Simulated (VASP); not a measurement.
# MoI (P1) in VASP: single point with r2SCAN

Aim: the single point of MoI with r2SCAN.

Program: VASP 6.6.1. These are calculated values, not measurements. Logs are shortened: lines on timing, memory, paths and dates and some standing lists are left out, and cuts for length are marked.

## (1) The cell of the first run

The typed cell holds 2 atoms: a = 4.496 Å, b = 4.496 Å, c = 4.496 Å, α = 60.00°, β = 60.00°, γ = 60.00°.

## (2) Single point, r2SCAN

Input file POSCAR:

```
MoI
1.0
    0.0000000000      3.1788513800      3.1788513800
    3.1788513800      0.0000000000      3.1788513800
    3.1788513800      3.1788513800      0.0000000000
Mo I
1 1
Direct
    0.0015460000     -0.0019290000      0.0067510000
    0.7522960000      0.7545080000      0.7371820000
```

Input file INCAR.step1:

```
SYSTEM = MoI
  ALGO = Normal
  EDIFF = 1E-4
  ENCUT = 520
  GGA = PE
  ISMEAR = -1
  LASPH = .TRUE.
  LCHARG = .FALSE.
  LREAL = .FALSE.
  LWAVE = .TRUE.
  NBANDS = 18
  NELM = 60
  PREC = Accurate
  SIGMA = 0.1
```

Input file INCAR.step2:

```
SYSTEM = MoI
  ALGO = Normal
  EDIFF = 1E-6
  ENCUT = 520
  ISIF = 2
  ISMEAR = -1
  ISTART = 1
  LASPH = .TRUE.
  LCHARG = .TRUE.
  LELF = .TRUE.
  LMIXTAU = .TRUE.
  LREAL = .FALSE.
  LVHAR = .TRUE.
  LWAVE = .FALSE.
  METAGGA = R2SCAN
  NBANDS = 18
  NELM = 60
  PREC = Accurate
  SIGMA = 0.1
```

Input file KPOINTS:

```
k-points
0
G
  5 5 5
  0 0 0
```

Potentials or basis: VASP PAW PBE potentials, release 64 (Mo_sv, I).

The run is started by

```
$ cat potpaw_PBE.64/Mo_sv/POTCAR potpaw_PBE.64/I/POTCAR > POTCAR
$ cp INCAR.step1 INCAR
$ mpirun -np 1 vasp_std > vasp.out
$ cp INCAR.step2 INCAR
$ mpirun -np 1 vasp_std > vasp.out
```

OUTCAR:

```text
SYSTEM = MoI
   EDIFF = 1E-6
   ENCUT = 520
   ISIF = 2
   ISMEAR = -1
   ISTART = 1
   LASPH = .TRUE.
   LREAL = .FALSE.
   METAGGA = R2SCAN
   NELM = 60
   PREC = Accurate

 ion  position               nearest neighbor table
   1  0.002  0.998  0.007-   2 2.68   2 2.76   2 2.78   2 2.80
   2  0.752  0.755  0.737-   1 2.68   1 2.76   1 2.78   1 2.80

  LATTYP: Found a face centered cubic cell.
 ALAT       =     6.3577027600

  Lattice vectors:

 A1 = (   0.0000000000,   3.1788513800,   3.1788513800)
 A2 = (   3.1788513800,   0.0000000000,   3.1788513800)
 A3 = (   3.1788513800,   3.1788513800,   0.0000000000)

Analysis of symmetry for initial positions (statically):
=====================================================================
 Subroutine PRICEL returns:
 Original cell was already a primitive cell.

 Routine SETGRP: Setting up the symmetry group for a
 face centered cubic supercell.

 Subroutine GETGRP returns: Found  1 space group operations
 (whereof  1 operations were pure point group operations)
 out of a pool of 48 trial point group operations.

The static configuration has the point symmetry C_1 .

Analysis of symmetry for dynamics (positions and initial velocities):
=====================================================================
 Subroutine PRICEL returns:
 Original cell was already a primitive cell.

 Routine SETGRP: Setting up the symmetry group for a
 face centered cubic supercell.

 Subroutine GETGRP returns: Found  1 space group operations
 (whereof  1 operations were pure point group operations)
 out of a pool of 48 trial point group operations.

The dynamic configuration has the point symmetry C_1 .

 Subroutine INISYM returns: Found  1 space group operations
 (whereof  1 operations are pure point group operations),
 and found     1 'primitive' translations

----------------------------------------------------------------------------------------

                                     Primitive cell

  volume of cell :      64.2452

  direct lattice vectors                    reciprocal lattice vectors
     0.000000000  3.178851380  3.178851380    -0.157289518  0.157289518  0.157289518
     3.178851380  0.000000000  3.178851380     0.157289518 -0.157289518  0.157289518
     3.178851380  3.178851380  0.000000000     0.157289518  0.157289518 -0.157289518

  length of vectors
     4.495574734  4.495574734  4.495574734     0.272433436  0.272433436  0.272433436

  position of ions in fractional coordinates (direct lattice)
     0.001546000  0.998071000  0.006751000
     0.752296000  0.754508000  0.737182000

  ion indices of the primitive-cell ions
   primitive index   ion index
                 1           1
                 2           2

----------------------------------------------------------------------------------------

 KPOINTS: k-points

Automatic generation of k-mesh.
 Grid dimensions read from file:
 generate k-points for:    5    5    5

 Generating k-lattice:

  Cartesian coordinates                     Fractional coordinates (reciprocal lattice)
    -0.031457904  0.031457904  0.031457904     0.200000000  0.000000000  0.000000000
     0.031457904 -0.031457904  0.031457904     0.000000000  0.200000000  0.000000000
     0.031457904  0.031457904 -0.031457904     0.000000000  0.000000000  0.200000000

  Length of vectors
     0.054486687  0.054486687  0.054486687

  Shift w.r.t. Gamma in fractional coordinates (k-lattice)
     0.000000000  0.000000000  0.000000000

 Subroutine IBZKPT returns following result:
 ===========================================

 Found     63 irreducible k-points:

 Following reciprocal coordinates:
            Coordinates               Weight
  0.000000  0.000000  0.000000      1.000000
  0.200000  0.000000  0.000000      2.000000
  0.000000  0.200000  0.000000      2.000000
  0.000000  0.000000  0.200000      2.000000
  0.200000  0.200000  0.200000      2.000000
  0.400000  0.000000  0.000000      2.000000
[... 16 lines left out ...]
  0.200000  0.400000  0.400000      2.000000
  0.400000  0.000000  0.200000      2.000000
 [... further k-points ...]
   k-points           NKPTS =     63   k-points in BZ     NKDIM =     63   number of bands    NBANDS=     18
   number of dos      NEDOS =    301   number of ions     NIONS =      2
   total plane-waves  NPLWV =  46656
   dimension x,y,z NGX =    36 NGY =   36 NGZ =   36
   dimension x,y,z NGXF=    72 NGYF=   72 NGZF=   72
   ions per type =               1   1
   NGX,Y,Z   is equivalent  to a cutoff of  13.31, 13.31, 13.31 a.u.
   NGXF,Y,Z  is equivalent  to a cutoff of  26.63, 26.63, 26.63 a.u.
 SYSTEM =  MoI
   PREC   = accura    normal or accurate (medium, high low for compatibility)
   ISTART =      1    job   : 0-new  1-cont  2-samecut
   ICHARG =      0    charge: 1-file 2-atom 10-const
   ISPIN  =      1    spin polarized calculation?
   LNONCOLLINEAR =      F non collinear calculations
   LSORBIT =      F    spin-orbit coupling
   LASPH  =      T    aspherical Exc in radial PAW
   ENCUT  =  520.0 eV  38.22 Ry    6.18 a.u.   8.36  8.36  8.36*2*pi/ulx,y,z
   NELM   =     60;   NELMIN=  2; NELMDL=  0     # of ELM steps
   EDIFF  = 0.1E-05   stopping-criterion for ELM
   LREAL  =      F    real-space projection
   EDIFFG = 0.1E-04   stopping-criterion for IOM
   NSW    =      0    number of steps for IOM
   IBRION =     -1    ionic relax: 0-MD 1-quasi-New 2-CG
   NFREE  =      0    steps in history (QN), initial steepest desc. (CG)
   ISIF   =      2    stress and relaxation
   ISYM   =      2    0-nonsym 1-usesym 2-fastsym
   POTIM  = 0.5000    time-step for ionic-motion
   TEBEG  =    0.0;   TEEND  =   0.0 temperature during run
   PSTRESS=    0.0 pullay stress
   NELECT =      21.0000    total number of electrons
   NUPDOWN=      -1.0000    fix difference up-down
   EMIN   =  10.00;   EMAX   =-10.00  energy-range for DOS
   EFERMI =   0.00;   METHOD = LEGACY
   ISMEAR =    -1;   SIGMA  =   0.10  broadening in eV -4-tet -1-fermi 0-gaus
   EFERMI_NEDOS =   21; number of points for ismear=-14 and -15
   IALGO  =     38    algorithm
   IMIX   =      4    mixing-type and parameters
     AMIX     =   0.40;   BMIX     =  1.00
     AMIX_MAG =   1.60;   BMIX_MAG =  1.00
  volume/ion in A,a.u.               =      32.12       216.77
  Fermi-wavevector in a.u.,A,eV,Ry     =   1.127719  2.131081 17.303223  1.271751
  Thomas-Fermi vector in A             =   2.264407
   LORBIT       =      0    0 simple, 1 ext, 2 COOP (PROOUT), +10 PAW based schemes
   METAGGA = R2SCAN    functional components
   LHFCALC =     F    Hartree Fock is set to
   AEXX    =    0.0000 exact exchange contribution
   IVDW    =     0    specifies the selected vdW correction
   LEPSILON=     F    determine dielectric tensor
   LRPA    =     F    only Hartree local field effects (RPA)
 non-spin polarized calculation
  energy-cutoff  :      520.00
  volume of cell :       64.25
 maximum number of plane-waves:      1759
 NGX is ok and might be reduce to    36
   NGX = 17   NGY = 17   NGZ = 17

 number of electron      21.0000000 magnetization

 Free energy of the ion-electron system (eV)
  ---------------------------------------------------
  ext. energy  EPLUGINS =         0.00000000
  ---------------------------------------------------
  free energy    TOTEN  =       -47.56452830 eV

  energy without entropy =      -47.48390312  energy(sigma->0) =      -47.52421571

 E-fermi :   5.8772     XC(G=0):  -9.6927

 val. band max:        5.7608993266   @ k =   0.0000   0.0000   0.4000
 cond. band min:       5.8772941591   @ k =   0.4000   0.4000   0.0000
 fundamental gap:      0.1163948324
 Fermi energy:         5.8772016841

 k-point     1 :       0.0000    0.0000    0.0000
  band No.  band energies     occupation
      1     -56.6493      2.00000
      2     -30.0996      2.00000
      3     -30.0792      2.00000
      4     -30.0711      2.00000
      5      -9.6832      2.00000
      6       0.5168      2.00000
[... 10 lines left out ...]
     17      11.3189      0.00000
     18      15.3714      0.00000

 k-point     2 :       0.2000    0.0000    0.0000
  band No.  band energies     occupation
      1     -56.6491      2.00000
      2     -30.1020      2.00000
      3     -30.0834      2.00000
      4     -30.0720      2.00000
      5      -9.5605      2.00000
      6       0.2085      2.00000
[... 10 lines left out ...]
     17      11.7688      0.00000
     18      15.1662      0.00000

 k-point     3 :       0.0000    0.2000    0.0000
  band No.  band energies     occupation
      1     -56.6491      2.00000
      2     -30.1012      2.00000
      3     -30.0830      2.00000
      4     -30.0730      2.00000
      5      -9.5621      2.00000
      6       0.2319      2.00000
[... 10 lines left out ...]
     17      11.7583      0.00000
     18      15.1662      0.00000

 k-point     4 :       0.0000    0.0000    0.2000
  band No.  band energies     occupation
      1     -56.6491      2.00000
      2     -30.1060      2.00000
      3     -30.0802      2.00000
      4     -30.0720      2.00000
      5      -9.5546      2.00000
      6       0.1425      2.00000
[... 375 lines left out ...]
      4     -30.0753      2.00000
      5      -9.3408      2.00000
      6      -0.1978      2.00000
[... 10 lines left out ...]
     17      12.9419      0.00000
     18      14.6943      0.00000

 k-point    23 :       0.2000    0.4000    0.4000
  band No.  band energies     occupation
      1     -56.6488      2.00000
      2     -30.1062      2.00000
      3     -30.0837      2.00000
      4     -30.0802      2.00000
      5      -9.3437      2.00000
      6      -0.1833      2.00000
[... 10 lines left out ...]
     17      12.9052      0.00000
     18      14.6985      0.00000

 k-point    24 :       0.4000    0.0000    0.2000
  band No.  band energies     occupation
      1     -56.6488      2.00000
      2     -30.1050      2.00000
      3     -30.0907      2.00000
      4     -30.0748      2.00000
      5      -9.3415      2.00000
      6      -0.1803      2.00000
[... 10 lines left out ...]
     17      12.7586      0.00000
     18      14.7285      0.00000

 [... further k-points ...]

------------------------ aborting loop because EDIFF is reached ----------------------------------------

  FORCE on cell =-STRESS in cart. coord.  units (eV):
  Direction    XX          YY          ZZ          XY          YZ          ZX
  --------------------------------------------------------------------------------------
  -------------------------------------------------------------------------------------
  Total       -3.1645518     -3.1882578     -3.1494840      0.2078793     -0.3203490     -0.4400732
  in kB      -78.9191009    -79.5102924    -78.5433312      5.1841940     -7.9890169    -10.9747539
  external PRESSURE =     -78.9909082 kB  Pullay stress =       0.0000000 kB

 VOLUME and BASIS-vectors are now :
 -----------------------------------------------------------------------------
  energy-cutoff  :      520.00
  volume of cell :       64.25
      direct lattice vectors                 reciprocal lattice vectors
     0.000000000  3.178851380  3.178851380    -0.157289518  0.157289518  0.157289518
     3.178851380  0.000000000  3.178851380     0.157289518 -0.157289518  0.157289518
     3.178851380  3.178851380  0.000000000     0.157289518  0.157289518 -0.157289518

 POSITION                                       TOTAL-FORCE (eV/Angst)
 -----------------------------------------------------------------------------------
      3.19418      0.02637      3.17763        -0.293884     -0.403255      0.186423
      4.74186      4.73483      4.78991         0.293884      0.403255     -0.186423
 -----------------------------------------------------------------------------------
    total drift:                               -0.000005     -0.000145     -0.000060

  FREE ENERGIE OF THE ION-ELECTRON SYSTEM (eV)
  ---------------------------------------------------
  free  energy   TOTEN  =       -47.5645283005 eV

  energy  without entropy=      -47.4839031216  energy(sigma->0) =      -47.52421571
```

It took 3 min on 1 thread of Intel Xeon Platinum 8375C at 2.90GHz (Ice Lake), shared host; peak memory 0.24 GiB.

Results:

```yaml
Free_energy: -47.5645 eV
Pressure: -7.9 GPa
Largest_force: 0.533 eV/Å
Band_gap_on_the_k_mesh: zero (an odd number of electrons rules out a gap without spin polarisation)
```

Forces in eV/Å, atoms in the order of the input:
```
Mo  -0.294 -0.403  0.186
I    0.294  0.403 -0.186
```

Levels at points of the mesh, in eV from the Fermi level:
| k point | band 6 | band 7 | band 8 | band 9 | band 10 | band 11 | band 12 | band 13 | band 14 | band 15 |
| --- | --- | --- | --- | --- | --- | --- | --- | --- | --- | --- |
| (0.00, 0.00, 0.00) | -5.36 | -5.24 | -5.18 | -0.66 | -0.66 | 0.68 | 2.49 | 2.60 | 2.84 | 5.34 |

Caveat: the cell stands under tension; the PAW data sets were made with another functional, which shifts forces and pressure a little; spin-orbit coupling is left out, which moves the levels of the heavy elements; an odd number of electrons without spin polarisation forces a metal; a magnetic or distorted state may lie lower.
